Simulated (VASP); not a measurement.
# Pd (Fd-3m) in VASP: a series of runs

Runs on Pd. Level: PBE. Tasks: single point.

Program: VASP 6.6.1. These are calculated values, not measurements. Logs are shortened: lines on timing, memory, paths and dates and some standing lists are left out, and cuts for length are marked.

## Step 1: The cell of the first run

Symmetry: Fd-3m, No. 227, cubic system. The conventional cell has a = 5.792 Å, b = 5.792 Å, c = 5.792 Å, α = 90.00°, β = 90.00°, γ = 90.00°. Within 3.3 Å of Pd (site symmetry -43m) lie 4 Pd at 2.51 Å.

This isn't the form of Pd at room conditions, which is fcc.

## Step 2: Single point, PBE

Contents of INCAR:

```
SYSTEM = Pd
ALGO = Normal
EDIFF = 1E-7
ENCUT = 520
GGA = PE
ISIF = 2
ISMEAR = -1
LASPH = .True.
LCHARG = .False.
LREAL = .False.
LWAVE = .False.
NBANDS = 17
NELM = 60
PREC = Accurate
SIGMA = 0.08
```

Contents of KPOINTS:

```
k-points
0
Gamma
  12 12 12
  0 0 0
```

Contents of POSCAR:

```
Pd
1.0
    0.0000000000      2.8960236987      2.8960236987
    2.8960236987      0.0000000000      2.8960236987
    2.8960236987      2.8960236987      0.0000000000
Pd
2
Direct
   -0.1250000000     -0.1250000000     -0.1250000000
    0.1250000000      0.1250000000      0.1250000000
```

Potentials or basis: VASP PAW PBE potentials, release 64 (Pd).

The run is started by

```
cat potpaw_PBE.64/Pd/POTCAR > POTCAR
mpirun -np 1 vasp_std > vasp.out
```

OUTCAR:

```text
SYSTEM = Pd
   EDIFF = 1E-7
   ENCUT = 520
   GGA = PE
   ISIF = 2
   ISMEAR = -1
   LASPH = .True.
   LREAL = .False.
   NELM = 60
   PREC = Accurate

 ion  position               nearest neighbor table
   1  0.875  0.875  0.875-   2 2.51   2 2.51   2 2.51   2 2.51
   2  0.125  0.125  0.125-   1 2.51   1 2.51   1 2.51   1 2.51

  LATTYP: Found a face centered cubic cell.
 ALAT       =     5.7920473974

  Lattice vectors:

 A1 = (   0.0000000000,   2.8960236987,   2.8960236987)
 A2 = (   2.8960236987,   0.0000000000,   2.8960236987)
 A3 = (   2.8960236987,   2.8960236987,   0.0000000000)

Analysis of symmetry for initial positions (statically):
=====================================================================
 Subroutine PRICEL returns:
 Original cell was already a primitive cell.

 Routine SETGRP: Setting up the symmetry group for a
 face centered cubic supercell.

 Subroutine GETGRP returns: Found 48 space group operations
 (whereof 12 operations were pure point group operations)
 out of a pool of 48 trial point group operations.

The static configuration has the point symmetry D_3d.
 The point group associated with its full space group is O_h .

Analysis of symmetry for dynamics (positions and initial velocities):
=====================================================================
 Subroutine PRICEL returns:
 Original cell was already a primitive cell.

 Routine SETGRP: Setting up the symmetry group for a
 face centered cubic supercell.

 Subroutine GETGRP returns: Found 48 space group operations
 (whereof 12 operations were pure point group operations)
 out of a pool of 48 trial point group operations.

The dynamic configuration has the point symmetry D_3d.
 The point group associated with its full space group is O_h .

 Subroutine INISYM returns: Found 48 space group operations
 (whereof 12 operations are pure point group operations),
 and found     1 'primitive' translations

----------------------------------------------------------------------------------------

                                     Primitive cell

  volume of cell :      48.5776

  direct lattice vectors                    reciprocal lattice vectors
     0.000000000  2.896023699  2.896023699    -0.172650521  0.172650521  0.172650521
     2.896023699  0.000000000  2.896023699     0.172650521 -0.172650521  0.172650521
     2.896023699  2.896023699  0.000000000     0.172650521  0.172650521 -0.172650521

  length of vectors
     4.095595992  4.095595992  4.095595992     0.299039474  0.299039474  0.299039474
[... 80 lines left out ...]
   NELM   =     60;   NELMIN=  2; NELMDL= -5     # of ELM steps
   EDIFF  = 0.1E-06   stopping-criterion for ELM
   LREAL  =      F    real-space projection
   EDIFFG = 0.1E-05   stopping-criterion for IOM
   NSW    =      0    number of steps for IOM
   IBRION =     -1    ionic relax: 0-MD 1-quasi-New 2-CG
   NFREE  =      0    steps in history (QN), initial steepest desc. (CG)
   ISIF   =      2    stress and relaxation
   ISYM   =      2    0-nonsym 1-usesym 2-fastsym
   POTIM  = 0.5000    time-step for ionic-motion
   TEBEG  =    0.0;   TEEND  =   0.0 temperature during run
   PSTRESS=    0.0 pullay stress
   NELECT =      20.0000    total number of electrons
   NUPDOWN=      -1.0000    fix difference up-down
   EMIN   =  10.00;   EMAX   =-10.00  energy-range for DOS
   EFERMI =   0.00;   METHOD = LEGACY
   ISMEAR =    -1;   SIGMA  =   0.08  broadening in eV -4-tet -1-fermi 0-gaus
   EFERMI_NEDOS =   21; number of points for ismear=-14 and -15
   IALGO  =     38    algorithm
   IMIX   =      4    mixing-type and parameters
     AMIX     =   0.40;   BMIX     =  1.00
     AMIX_MAG =   1.60;   BMIX_MAG =  1.00
  volume/ion in A,a.u.               =      24.29       163.91
  Fermi-wavevector in a.u.,A,eV,Ry     =   1.217884  2.301468 20.180737  1.483242
  Thomas-Fermi vector in A             =   2.353190
   LORBIT       =      0    0 simple, 1 ext, 2 COOP (PROOUT), +10 PAW based schemes
   GGA     = PE    functional components
   LHFCALC =     F    Hartree Fock is set to
   AEXX    =    0.0000 exact exchange contribution
   IVDW    =     0    specifies the selected vdW correction
   LEPSILON=     F    determine dielectric tensor
   LRPA    =     F    only Hartree local field effects (RPA)
 non-spin polarized calculation
  energy-cutoff  :      520.00
  volume of cell :       48.58
 maximum number of plane-waves:      1323
   NGX = 15   NGY = 15   NGZ = 15

 number of electron      19.9999998 magnetization

 Free energy of the ion-electron system (eV)
  ---------------------------------------------------
  ext. energy  EPLUGINS =         0.00000000
  ---------------------------------------------------
  free energy    TOTEN  =        -8.22841633 eV

  energy without entropy =       -8.10282275  energy(sigma->0) =       -8.16561954

 E-fermi :   3.9992     XC(G=0):  -9.9573

 val. band max:        3.9952256753   @ k =  -0.3333   0.3333   0.1667
 cond. band min:       3.9998245055   @ k =  -0.3333   0.4167   0.1667
 fundamental gap:      0.0045988302
 Fermi energy:         3.9992108046

 k-point     1 :       0.0000    0.0000    0.0000
  band No.  band energies     occupation
      1      -0.5077      2.00000
      2       0.6782      2.00000
      3       0.6782      2.00000
      4       0.8044      2.00000
      5       0.8044      2.00000
      6       0.8044      2.00000
[... 457 lines left out ...]
      4       1.1300      2.00000
      5       1.2323      2.00000
      6       1.3202      2.00000
[... 9 lines left out ...]
     16      17.6338      0.00000
     17      17.7307      0.00000

 [... further k-points ...]

------------------------ aborting loop because EDIFF is reached ----------------------------------------

  FORCE on cell =-STRESS in cart. coord.  units (eV):
  Direction    XX          YY          ZZ          XY          YZ          ZX
  --------------------------------------------------------------------------------------
  -------------------------------------------------------------------------------------
  Total        0.1058394      0.1058394      0.1058394     -0.0000000      0.0000000     -0.0000000
  in kB        3.4907733      3.4907733      3.4907733     -0.0000000      0.0000000     -0.0000000
  external PRESSURE =       3.4907733 kB  Pullay stress =       0.0000000 kB

 VOLUME and BASIS-vectors are now :
 -----------------------------------------------------------------------------
  energy-cutoff  :      520.00
  volume of cell :       48.58
      direct lattice vectors                 reciprocal lattice vectors
     0.000000000  2.896023699  2.896023699    -0.172650521  0.172650521  0.172650521
     2.896023699  0.000000000  2.896023699     0.172650521 -0.172650521  0.172650521
     2.896023699  2.896023699  0.000000000     0.172650521  0.172650521 -0.172650521

 POSITION                                       TOTAL-FORCE (eV/Angst)
 -----------------------------------------------------------------------------------
      5.06804      5.06804      5.06804         0.000000      0.000000      0.000000
      0.72401      0.72401      0.72401        -0.000000     -0.000000     -0.000000
 -----------------------------------------------------------------------------------
    total drift:                               -0.000000      0.000000      0.000000

  FREE ENERGIE OF THE ION-ELECTRON SYSTEM (eV)
  ---------------------------------------------------
  free  energy   TOTEN  =        -8.2284163269 eV

  energy  without entropy=       -8.1028227528  energy(sigma->0) =       -8.16561954
```

stdout:

```text
POSCAR found type information on POSCAR Pd
 POSCAR found :  1 types and       2 ions
 scaLAPACK will be used
 LDA part: xc-table for (Slater+PW92), standard interpolation
 POSCAR, INCAR and KPOINTS ok, starting setup
 FFT: planning ... GRIDC
 FFT: planning ... GRID_SOFT
 FFT: planning ... GRID
 WAVECAR not read
 entering main loop
```

Run time: 56 s. Hardware: 1 thread of Intel Xeon 8259CL, shared host; peak memory 0.2 GiB.

Results:

| Property | Result |
| --- | --- |
| Free energy | -8.2284 eV |
| Pressure | 0.3 GPa |
| Band gap on the k mesh | zero (bands 10 and 11 overlap by 0.38 eV) |

## Step 3: Single point, PBE

Contents of INCAR:

```
ALGO     = Normal         # electronic algorithm
EDIFF    = 1E-7           # SCF threshold, eV
ENCUT    = 520            # plane-wave cutoff, eV
GGA      = PE             # functional
ISIF     = 2              # what is computed and relaxed
ISMEAR   = -1             # smearing method
LASPH    = T              # aspherical terms in the spheres
LCHARG   = T              # write CHGCAR
LELF     = T              # ELF
LREAL    = F              # projectors in reciprocal space
LVHAR    = T            
LWAVE    = F              # write WAVECAR
NBANDS   = 17             # bands
NELM     = 100            # most SCF steps
PREC     = Accurate       # precision mode
SIGMA    = 0.08           # smearing width, eV
```

Contents of KPOINTS:

```
k-points
0
Gamma
  12 12 12
```

POSCAR is that of step 2.

Potentials or basis: VASP PAW PBE potentials, release 64 (Pd).

The run is started by

```
cat potpaw_PBE.64/Pd/POTCAR > POTCAR
mpirun -np 1 vasp_std > vasp.out
```

Run time: 62 s. Hardware: 1 thread of Intel Xeon 8259CL, shared host; peak memory 0.2 GiB.

It converged, with:

```yaml
Free_energy: -8.2284 eV
Pressure: 0.3 GPa
Band_gap_on_the_k_mesh: zero (bands 10 and 11 overlap by 0.38 eV)
```

Levels at points of the mesh, in eV from the Fermi level:
```
           k point  band 7  band 8  band 9  band 10  band 11  band 12  band 13  band 14
(0.00, 0.00, 0.00)   -1.32   -1.32   -1.32    -0.17    -0.17    11.61    11.61    11.61
(0.50, 0.00, 0.00)   -1.01   -1.01   -0.34    -0.34     0.00     1.28     8.48     8.48
(0.50, 0.50, 0.00)   -1.80   -1.80   -0.16    -0.16     1.93     1.93     4.82     4.82
```
